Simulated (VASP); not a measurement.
A run of VASP 6.6.1:

Contents of INCAR:

```
SYSTEM = Sn2Se
PREC = Accurate
ENCUT = 520
EDIFF = 1E-6
ISMEAR = 0
SIGMA = 0.1
LREAL = .False.
LASPH = .True.
NELM = 100
ALGO = Normal
ISIF = 2
LWAVE = .False.
LCHARG = .False.
GGA = PE
NBANDS = 24
```

The input KPOINTS:

```
Automatic mesh
0
Gamma
  6 6 4
  0 0 0
```

File POSCAR:

```
Sn2Se
1.0
    4.9722042161      0.0000000000      0.0000000000
   -2.4861021080      4.3060551639      0.0000000000
    0.0000000000      0.0000000000      3.8934368419
Sn Se
2 1
Direct
    0.3333333333      0.6666666667      0.5000000000
    0.6666666667      0.3333333333      0.5000000000
    0.0000000000      0.0000000000      0.0000000000
```

Potentials or basis: VASP PAW PBE potentials, release 64 (Sn_d, Se).

Launch:

```console
$ cat potpaw_PBE.64/Sn_d/POTCAR potpaw_PBE.64/Se/POTCAR > POTCAR
$ mpirun -np 1 vasp_std > vasp.out
```

Hardware: 1 thread of Intel(R) Xeon(R) Platinum 8259CL CPU @ 2.50GHz (Skylake/Cascade Lake) (shared host).

Q: How long does it take, and how much memory?

A: Wall time 55 s on 1 thread of Intel(R) Xeon(R) Platinum 8259CL CPU @ 2.50GHz (Skylake/Cascade Lake), on a shared host, peak memory 0.22 GiB. Counts: scf iterations 13, k points 21.
